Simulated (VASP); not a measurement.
A run of VASP 6.6.1 is set up as follows.

INCAR

```
PREC     = Accurate       # precision mode
ENCUT    = 600            # plane-wave cutoff, eV
EDIFF    = 1E-6           # SCF threshold, eV
ISMEAR   = 0              # smearing method
SIGMA    = 0.1            # smearing width, eV
LREAL    = False          # projectors in reciprocal space
LASPH    = True           # aspherical terms in the spheres
NELM     = 80             # most SCF steps
ALGO     = Normal         # electronic algorithm
ISIF     = 3              # what is computed and relaxed
LWAVE    = False          # write WAVECAR
LCHARG   = False          # write CHGCAR
GGA      = PE             # functional
IBRION   = 2              # ionic algorithm
NSW      = 100            # ionic steps
EDIFFG   = -0.01          # ionic threshold
```

KPOINTS

```
Automatic mesh
0
Gamma
  12 12 6
```

File POSCAR:

```
RbMgH2
1.0
    4.7214342096      0.0000000000      0.0000000000
   -2.3607171048      4.0888819678      0.0000000000
    0.0000000000      0.0000000000      8.5947739902
Rb Mg H
1 1 2
Direct
    0.0000000000      0.0000000000      0.0000000000
    0.0000000000      0.0000000000      0.5000000000
    0.3333333333      0.6666666667      0.0000000000
    0.6666666667      0.3333333333      0.0000000000
```

Potentials or basis: VASP PAW PBE potentials, release 64 (Rb_sv, Mg, H).

The run is started by

```bash
$ cat potpaw_PBE.64/Rb_sv/POTCAR potpaw_PBE.64/Mg/POTCAR potpaw_PBE.64/H/POTCAR > POTCAR
$ mpirun -np 1 vasp_std > vasp.out
```

(1) Predict the space group after relaxing (to 0.1 Å).

(2) What does it give for the relaxed volume?

(3) What does it give for the band gap on the k mesh?

Results:

(1) P6/mmm (No. 191).

(2) 45.17 Å³/atom.

(3) zero (an odd number of electrons rules out a gap without spin polarisation).
